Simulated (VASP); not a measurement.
# FePt (P4/mmm) in VASP: single point with PBEsol

Aim: the single point of FePt with PBEsol.

All numbers are computed with VASP 6.6.1; they aren't measurements. Logs are shortened: lines on timing, memory, paths and dates and some standing lists are left out, and cuts for length are marked.

## 1. The cell of the first run

It takes space group P4/mmm (No. 123, tetragonal). Conventional cell: a = 2.687 Å, b = 2.687 Å, c = 3.717 Å, α = 90.00°, β = 90.00°, γ = 90.00°. Within 3.5 Å of Fe (site symmetry 4/mmm) lie 8 Pt at 2.66 Å and 4 Fe at 2.69 Å. Pt (site symmetry 4/mmm) has 8 Fe at 2.66 Å and 4 Pt at 2.69 Å within 3.5 Å.

## 2. Single point, PBEsol, collinear spin, ferromagnetic start

Input file INCAR:

```
SYSTEM = FePt
PREC = Accurate ; ENCUT = 600
EDIFF = 1E-6 ; ISMEAR = 0
SIGMA = 0.1 ; LREAL = .False.
LASPH = .True. ; NELM = 200
ALGO = Normal ; ISIF = 2
LWAVE = .False. ; LCHARG = .False.
ISPIN = 2 ; MAGMOM = 3.17 0.41
LORBIT = 11 ; LMAXMIX = 4
GGA = PS ; NBANDS = 20
GGA_COMPAT = .False.
```

Input file KPOINTS:

```
regular mesh
0
Gamma
  13 13 9
  0 0 0
```

Input file POSCAR:

```
FePt
1.0
    2.6867994532      0.0000000000      0.0000000000
    0.0000000000      2.6867994532      0.0000000000
    0.0000000000      0.0000000000      3.7172750953
Fe Pt
1 1
Direct
    0.5000000000      0.5000000000      0.5000000000
    0.0000000000      0.0000000000      0.0000000000
```

Potentials or basis: VASP PAW PBE potentials, release 64 (Fe, Pt).

Run with:

```bash
> cat potpaw_PBE.64/Fe/POTCAR potpaw_PBE.64/Pt/POTCAR > POTCAR
> mpirun -np 1 vasp_std > vasp.out
```

OUTCAR:

```text
SYSTEM = FePt
   PREC = Accurate
   ENCUT = 600
   EDIFF = 1E-6
   ISMEAR = 0
   LREAL = .False.
   LASPH = .True.
   NELM = 200
   ISIF = 2
   ISPIN = 2
   LORBIT = 11
   GGA = PS

 ion  position               nearest neighbor table
   1  0.500  0.500  0.500-   2 2.66   2 2.66   2 2.66   2 2.66   2 2.66   2 2.66   2 2.66   2 2.66

   2  0.000  0.000  0.000-   1 2.66   1 2.66   1 2.66   1 2.66   1 2.66   1 2.66   1 2.66   1 2.66

  LATTYP: Found a simple tetragonal cell.
 ALAT       =     2.6867994532
 C/A-ratio  =     1.3835327720

  Lattice vectors:

 A1 = (   2.6867994532,   0.0000000000,   0.0000000000)
 A2 = (   0.0000000000,   2.6867994532,   0.0000000000)
 A3 = (   0.0000000000,   0.0000000000,   3.7172750953)

Analysis of symmetry for initial positions (statically):
=====================================================================
 Subroutine PRICEL returns:
 Original cell was already a primitive cell.

 Routine SETGRP: Setting up the symmetry group for a
 simple tetragonal supercell.

 Subroutine GETGRP returns: Found 16 space group operations
 (whereof 16 operations were pure point group operations)
 out of a pool of 16 trial point group operations.

The static configuration has the point symmetry D_4h.

Analysis of symmetry for dynamics (positions and initial velocities):
=====================================================================
 Subroutine PRICEL returns:
 Original cell was already a primitive cell.

 Routine SETGRP: Setting up the symmetry group for a
 simple tetragonal supercell.

 Subroutine GETGRP returns: Found 16 space group operations
 (whereof 16 operations were pure point group operations)
 out of a pool of 16 trial point group operations.

The dynamic configuration has the point symmetry D_4h.

Analysis of structural, dynamic, and magnetic symmetry:
=====================================================================
 Subroutine PRICEL returns:
 Original cell was already a primitive cell.

 Routine SETGRP: Setting up the symmetry group for a
 simple tetragonal supercell.

 Subroutine GETGRP returns: Found 16 space group operations
 (whereof 16 operations were pure point group operations)
 out of a pool of 16 trial point group operations.

The overall configuration has the point symmetry D_4h.

 Subroutine INISYM returns: Found 16 space group operations
 (whereof 16 operations are pure point group operations),
 and found     1 'primitive' translations

----------------------------------------------------------------------------------------

                                     Primitive cell
[... 109 lines left out ...]
   IMIX   =      4    mixing-type and parameters
     AMIX     =   0.40;   BMIX     =  1.00
     AMIX_MAG =   1.60;   BMIX_MAG =  1.00
  volume/ion in A,a.u.               =      13.42        90.54
  Fermi-wavevector in a.u.,A,eV,Ry     =   1.433070  2.708109 27.942126  2.053688
  Thomas-Fermi vector in A             =   2.552628
   LORBIT       =     11    0 simple, 1 ext, 2 COOP (PROOUT), +10 PAW based schemes
   GGA     = PS    functional components
   LHFCALC =     F    Hartree Fock is set to
   AEXX    =    0.0000 exact exchange contribution
   IVDW    =     0    specifies the selected vdW correction
   LEPSILON=     F    determine dielectric tensor
   LRPA    =     F    only Hartree local field effects (RPA)
 spin polarized calculation
 Gauss-broadening in eV      SIGMA  =   0.10
  energy-cutoff  :      600.00
  volume of cell :       26.83
 maximum number of plane-waves:       910
 NGX is ok and might be reduce to    24
   NGX = 11   NGY = 11   NGZ = 15

 number of electron      18.0000007 magnetization       3.1929569

 Free energy of the ion-electron system (eV)
  ---------------------------------------------------
  ext. energy  EPLUGINS =         0.00000000
  ---------------------------------------------------
  free energy    TOTEN  =       -16.29784508 eV

  energy without entropy =      -16.29202123  energy(sigma->0) =      -16.29493315

 E-fermi :   8.9015     XC(G=0): -13.3667

 val. band max:        8.8957817992   @ k =   0.3846   0.1538   0.3333
 cond. band min:       8.9076679768   @ k =   0.4615   0.0000   0.2222
 fundamental gap:      0.0118861776
 Fermi energy:         8.9015337724

 spin component 1

 k-point     1 :       0.0000    0.0000    0.0000
  band No.  band energies     occupation
      1      -0.9763      1.00000
      2       2.3371      1.00000
      3       2.4812      1.00000
      4       5.4538      1.00000
      5       5.4538      1.00000
      6       5.9491      1.00000
[... 541 lines left out ...]
     19      29.8804      0.00000
     20      29.9954      0.00000

 [... further k-points ...]

 spin component 2

 k-point     1 :       0.0000    0.0000    0.0000
  band No.  band energies     occupation
      1      -0.8009      1.00000
      2       2.8438      1.00000
      3       2.8824      1.00000
      4       6.4983      1.00000
      5       6.4983      1.00000
      6       8.0373      1.00000
[... 541 lines left out ...]
     19      30.2838      0.00000
     20      30.4332      0.00000

 [... further k-points ...]
[... 5 lines left out ...]
  --------------------------------------------------------------------------------------
  -------------------------------------------------------------------------------------
  Total       -0.0978326     -0.0978326     -0.0200756      0.0000000      0.0000000      0.0000000
  in kB       -5.8411555     -5.8411555     -1.1986287      0.0000000      0.0000000      0.0000000
  external PRESSURE =      -4.2936465 kB  Pullay stress =       0.0000000 kB

 VOLUME and BASIS-vectors are now :
 -----------------------------------------------------------------------------
  energy-cutoff  :      600.00
  volume of cell :       26.83
      direct lattice vectors                 reciprocal lattice vectors
     2.686799453  0.000000000  0.000000000     0.372190042  0.000000000  0.000000000
     0.000000000  2.686799453  0.000000000     0.000000000  0.372190042  0.000000000
     0.000000000  0.000000000  3.717275095     0.000000000  0.000000000  0.269014258

 POSITION                                       TOTAL-FORCE (eV/Angst)
 -----------------------------------------------------------------------------------
      1.34340      1.34340      1.85864         0.000000      0.000000      0.000000
      0.00000      0.00000      0.00000         0.000000      0.000000      0.000000
 -----------------------------------------------------------------------------------
    total drift:                                0.000000      0.000000     -0.000000

  FREE ENERGIE OF THE ION-ELECTRON SYSTEM (eV)
  ---------------------------------------------------
  free  energy   TOTEN  =       -16.2978450787 eV

  energy  without entropy=      -16.2920212289  energy(sigma->0) =      -16.29493315

 total charge

# of ion       s       p       d       tot
------------------------------------------
    1        0.421   0.477   6.152   7.049
    2        0.724   0.700   8.065   9.489
--------------------------------------------------
tot          1.144   1.177  14.217  16.538

 magnetization (x)

# of ion       s       p       d       tot
------------------------------------------
    1        0.002  -0.005   2.841   2.838
    2       -0.024  -0.066   0.410   0.320
--------------------------------------------------
tot         -0.022  -0.071   3.251   3.158
```

Run time: 3.6 min. Hardware: 1 thread of Intel Xeon 8259CL, shared host; peak memory 0.27 GiB.

Results:

```yaml
Free_energy: -16.2978 eV
Pressure: -0.4 GPa
Net_moment: 3.19 μB per cell
Site_moments: Fe +2.84; Pt +0.32 μB
Valence_electrons_inside_the_program's_atomic_spheres: Fe 7.05; Pt 9.49
```

Stress tensor (GPa, compression positive):
```
-0.58  0.00  0.00
 0.00 -0.58  0.00
 0.00  0.00 -0.12
```

Caveat: the PAW data sets were made with another functional, which shifts forces and pressure a little; spin-orbit coupling is left out, which moves the levels of the heavy elements.
